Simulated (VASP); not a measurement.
# AlN (P6_3mc) in VASP: notebook, part 2 of 2

VASP 6.6.1. The steps go on from the part before.

## Step 3: Single point, r2SCAN (biaxial strain in the a-b plane: +1.5 %)

POSCAR reads:

```
AlN
1.0
    3.1532975096      0.0000000000      0.0000000000
   -1.5766487548      2.7308357490      0.0000000000
    0.0000000000      0.0000000000      4.9337667680
Al N
2 2
Direct
    0.6666666667      0.3333333333      0.4992049920
    0.3333333333      0.6666666667      0.9992049920
    0.6666666667      0.3333333333      0.8807950080
    0.3333333333      0.6666666667      0.3807950080
```

INCAR.step1 reads:

```
SYSTEM = AlN
PREC = Accurate
ENCUT = 520
ISMEAR = 0
SIGMA = 0.02
LREAL = .FALSE.
LASPH = .TRUE.
NELM = 100
NBANDS = 16
GGA = PE
ALGO = Normal
EDIFF = 1E-4
LWAVE = .TRUE.
LCHARG = .FALSE.
```

INCAR.step2 reads:

```
SYSTEM = AlN
PREC = Accurate
ENCUT = 520
EDIFF = 1E-7
ISMEAR = 0
SIGMA = 0.02
LREAL = .FALSE.
LASPH = .TRUE.
NELM = 100
ALGO = Normal
ISIF = 2
LWAVE = .FALSE.
LCHARG = .FALSE.
METAGGA = R2SCAN
LMIXTAU = .TRUE.
NBANDS = 16
ISTART = 1
```

KPOINTS reads:

```
Automatic mesh
0
G
  12 12 6
  0 0 0
```

Potentials or basis: VASP PAW PBE potentials, release 64 (Al, N).

Command:

```sh
$ cat potpaw_PBE.64/Al/POTCAR potpaw_PBE.64/N/POTCAR > POTCAR
$ cp INCAR.step1 INCAR
$ mpirun -np 1 vasp_std > vasp.out
$ cp INCAR.step2 INCAR
$ mpirun -np 1 vasp_std > vasp.out
```

OUTCAR:

```text
SYSTEM = AlN
   PREC = Accurate
   ENCUT = 520
   EDIFF = 1E-7
   ISMEAR = 0
   LREAL = .FALSE.
   LASPH = .TRUE.
   NELM = 100
   ISIF = 2
   METAGGA = R2SCAN
   ISTART = 1

 ion  position               nearest neighbor table
   1  0.667  0.333  0.499-   3 1.88   4 1.91   4 1.91   4 1.91   2 3.07   2 3.07   2 3.07   2 3.07
                             2 3.07   2 3.07
   2  0.333  0.667  0.999-   4 1.88   3 1.91   3 1.91   3 1.91   1 3.07   1 3.07   1 3.07   1 3.07
                             1 3.07   1 3.07
   3  0.667  0.333  0.881-   1 1.88   2 1.91   2 1.91   2 1.91
   4  0.333  0.667  0.381-   2 1.88   1 1.91   1 1.91   1 1.91

  LATTYP: Found a hexagonal cell.
 ALAT       =     3.1532975096
 C/A-ratio  =     1.5646372577

  Lattice vectors:

 A1 = (   3.1532975096,   0.0000000000,   0.0000000000)
 A2 = (  -1.5766487548,   2.7308357490,   0.0000000000)
 A3 = (   0.0000000000,   0.0000000000,   4.9337667680)

Analysis of symmetry for initial positions (statically):
=====================================================================
 Subroutine PRICEL returns:
 Original cell was already a primitive cell.

 Routine SETGRP: Setting up the symmetry group for a
 hexagonal supercell.

 Subroutine GETGRP returns: Found 12 space group operations
 (whereof  6 operations were pure point group operations)
 out of a pool of 24 trial point group operations.

The static configuration has the point symmetry C_3v.
 The point group associated with its full space group is C_6v.

Analysis of symmetry for dynamics (positions and initial velocities):
=====================================================================
 Subroutine PRICEL returns:
 Original cell was already a primitive cell.

 Routine SETGRP: Setting up the symmetry group for a
 hexagonal supercell.

 Subroutine GETGRP returns: Found 12 space group operations
 (whereof  6 operations were pure point group operations)
 out of a pool of 24 trial point group operations.
[... 122 lines left out ...]
   EFERMI_NEDOS =   21; number of points for ismear=-14 and -15
   IALGO  =     38    algorithm
   IMIX   =      4    mixing-type and parameters
     AMIX     =   0.40;   BMIX     =  1.00
     AMIX_MAG =   1.60;   BMIX_MAG =  1.00
  volume/ion in A,a.u.               =      10.62        71.68
  Fermi-wavevector in a.u.,A,eV,Ry     =   1.182229  2.234090 19.016407  1.397666
  Thomas-Fermi vector in A             =   2.318488
   LORBIT       =      0    0 simple, 1 ext, 2 COOP (PROOUT), +10 PAW based schemes
   METAGGA = R2SCAN    functional components
   LHFCALC =     F    Hartree Fock is set to
   AEXX    =    0.0000 exact exchange contribution
   IVDW    =     0    specifies the selected vdW correction
   LEPSILON=     F    determine dielectric tensor
   LRPA    =     F    only Hartree local field effects (RPA)
 non-spin polarized calculation
 Gauss-broadening in eV      SIGMA  =   0.02
  energy-cutoff  :      520.00
  volume of cell :       42.49
 maximum number of plane-waves:      1164
 NGX is ok and might be reduce to    24
   NGX = 11   NGY = 11   NGZ = 19

 number of electron      16.0000001 magnetization

 Free energy of the ion-electron system (eV)
  ---------------------------------------------------
  ext. energy  EPLUGINS =         0.00000000
  ---------------------------------------------------
  free energy    TOTEN  =       -38.42190644 eV

  energy without entropy =      -38.42190644  energy(sigma->0) =      -38.42190644

 E-fermi :   5.8975     XC(G=0): -11.3225

 val. band max:        5.7961517690   @ k =   0.0000   0.0000   0.0000
 cond. band min:      10.4613700790   @ k =   0.0000   0.0000   0.0000
 fundamental gap:      4.6652183100
 Fermi energy:         5.8974507210

 k-point     1 :       0.0000    0.0000    0.0000
  band No.  band energies     occupation
      1     -10.1360      2.00000
      2      -7.9764      2.00000
      3      -0.1883      2.00000
      4       4.7547      2.00000
      5       4.7547      2.00000
      6       5.4807      2.00000
[... 433 lines left out ...]
      3       0.8046      2.00000
      4       1.8134      2.00000
      5       2.4373      2.00000
      6       3.8466      2.00000
[... 8 lines left out ...]
     15      19.1009      0.00000
     16      20.7626      0.00000

 [... further k-points ...]
[... 5 lines left out ...]
  --------------------------------------------------------------------------------------
  -------------------------------------------------------------------------------------
  Total       -2.1187604     -2.1187604      0.5248395      0.0000000      0.0000000      0.0000000
  in kB      -79.9011976    -79.9011976     19.7923779      0.0000000      0.0000000      0.0000000
  external PRESSURE =     -46.6700057 kB  Pullay stress =       0.0000000 kB

 VOLUME and BASIS-vectors are now :
 -----------------------------------------------------------------------------
  energy-cutoff  :      520.00
  volume of cell :       42.49
      direct lattice vectors                 reciprocal lattice vectors
     3.153297510  0.000000000  0.000000000     0.317128338  0.183094132  0.000000000
    -1.576648755  2.730835749  0.000000000     0.000000000  0.366188263  0.000000000
     0.000000000  0.000000000  4.933766768     0.000000000  0.000000000  0.202684895

 POSITION                                       TOTAL-FORCE (eV/Angst)
 -----------------------------------------------------------------------------------
      1.57665      0.91028      2.46296        -0.000000      0.000000     -0.275357
     -0.00000      1.82056      4.92984         0.000000      0.000000     -0.275357
      1.57665      0.91028      4.34564        -0.000000      0.000000      0.275357
     -0.00000      1.82056      1.87875         0.000000     -0.000000      0.275357
 -----------------------------------------------------------------------------------
    total drift:                               -0.000000      0.000000     -0.024034

  FREE ENERGIE OF THE ION-ELECTRON SYSTEM (eV)
  ---------------------------------------------------
  free  energy   TOTEN  =       -38.4219064395 eV

  energy  without entropy=      -38.4219064395  energy(sigma->0) =      -38.42190644
```

OSZICAR.step1:

```text
N       E                     dE             d eps       ncg     rms          rms(c)
DAV:   1     0.399353629049E+02    0.39935E+02   -0.72497E+03  2432   0.892E+02
DAV:   2    -0.309787254190E+02   -0.70914E+02   -0.65163E+02  3376   0.184E+02
DAV:   3    -0.344297926358E+02   -0.34511E+01   -0.34430E+01  3048   0.420E+01
DAV:   4    -0.344508459186E+02   -0.21053E-01   -0.21052E-01  3032   0.370E+00
DAV:   5    -0.344511233564E+02   -0.27744E-03   -0.27744E-03  3088   0.430E-01    0.121E+01
DAV:   6    -0.297468623557E+02    0.47043E+01   -0.10631E+01  2928   0.236E+01    0.412E+00
DAV:   7    -0.297722796895E+02   -0.25417E-01   -0.66239E-01  2568   0.574E+00    0.292E+00
DAV:   8    -0.297650447923E+02    0.72349E-02   -0.63411E-02  2768   0.232E+00    0.634E-01
DAV:   9    -0.297596644338E+02    0.53804E-02   -0.12654E-02  3120   0.838E-01    0.254E-01
DAV:  10    -0.297603088357E+02   -0.64440E-03   -0.24200E-03  2664   0.311E-01    0.139E-01
DAV:  11    -0.297602184359E+02    0.90400E-04   -0.19949E-04  2272   0.110E-01
   1 F= -.29760218E+02 E0= -.29760218E+02  d E =-.133095E-13
```

Run time: 1.8 min. Hardware: 1 thread of Intel Xeon Platinum 8488C (Sapphire Rapids), shared host; peak memory 0.18 GiB.

What came out:

* Free energy: -38.4219 eV
* Pressure: -4.7 GPa
* Largest force: 0.275 eV/Å
* Band gap on the k mesh: 4.67 eV, direct

Forces on the atoms (eV/Å):
```
Al   0.000  0.000 -0.275
Al   0.000  0.000 -0.275
N    0.000  0.000  0.275
N    0.000  0.000  0.275
```

Caveat: the cell differs from its parent crystal (biaxial strain in the a-b plane: +1.5 %); the PAW data sets were made with another functional, which shifts forces and pressure a little.

## Step 4: Single point, r2SCAN

POSCAR reads:

```
AlN
1.0
    3.1532975096      0.0000000000      0.0000000000
   -1.5766487548      2.7308357490      0.0000000000
    0.0000000000      0.0000000000      4.9361521445
Al N
2 2
Direct
    0.6666666667      0.3333333333      0.4971691666
    0.3333333333      0.6666666667      0.9971691666
    0.6666666667      0.3333333333      0.8828308334
    0.3333333333      0.6666666667      0.3828308334
```

INCAR.step1 reads:

```
PREC = Accurate
ENCUT = 520
ISMEAR = 0
SIGMA = 0.02
LREAL = F
LASPH = T
NELM = 80
NBANDS = 16
GGA = PE
ALGO = Normal
EDIFF = 1E-4
LWAVE = T
LCHARG = F
```

INCAR.step2 reads:

```
PREC = Accurate
ENCUT = 520
EDIFF = 1E-6
ISMEAR = 0
SIGMA = 0.02
LREAL = F
LASPH = T
NELM = 80
ALGO = Normal
ISIF = 2
LWAVE = F
LCHARG = F
METAGGA = R2SCAN
LMIXTAU = T
NBANDS = 16
ISTART = 1
```

KPOINTS reads:

```
regular mesh
0
Gamma
  12 12 6
```

Command:

```sh
$ cat potpaw_PBE.64/Al/POTCAR potpaw_PBE.64/N/POTCAR > POTCAR
$ cp INCAR.step1 INCAR
$ mpirun -np 1 vasp_std > vasp.out
$ cp INCAR.step2 INCAR
$ mpirun -np 1 vasp_std > vasp.out
```

It took 92 s on 1 thread of Intel Xeon Platinum 8488C (Sapphire Rapids), shared host; peak memory 0.18 GiB.

The run converged. Its results:

```yaml
Free_energy: -38.4275 eV
Pressure: -5.0 GPa
Largest_force: 0.003 eV/Å
Band_gap_on_the_k_mesh: 4.60 eV, direct
```

Forces on the atoms (eV/Å):
```
Al   0.000  0.000 -0.003
Al   0.000  0.000 -0.003
N    0.000  0.000  0.003
N    0.000  0.000  0.003
```

Stress tensor (GPa, compression positive):
```
-7.33  0.00  0.00
 0.00 -7.33  0.00
 0.00  0.00 -0.34
```

Levels at points of the mesh, in eV from the valence-band top:
```
           k point  band 6  band 7  band 8  band 9  band 10  band 11
(0.00, 0.00, 0.00)   -0.41   -0.41    0.00    4.60     7.00    11.46
(0.50, 0.00, 0.00)   -2.36   -1.84   -0.84    6.23     6.44     8.71
(0.00, 0.00, 0.50)   -0.78   -0.78   -0.78    6.86     6.86    11.10
(0.50, 0.00, 0.50)   -1.68   -1.42   -1.42    5.86     5.86     9.89
```

Caveat: the PAW data sets were made with another functional, which shifts forces and pressure a little. r2SCAN opens gaps a little over a GGA but as a rule still falls short of measured ones.
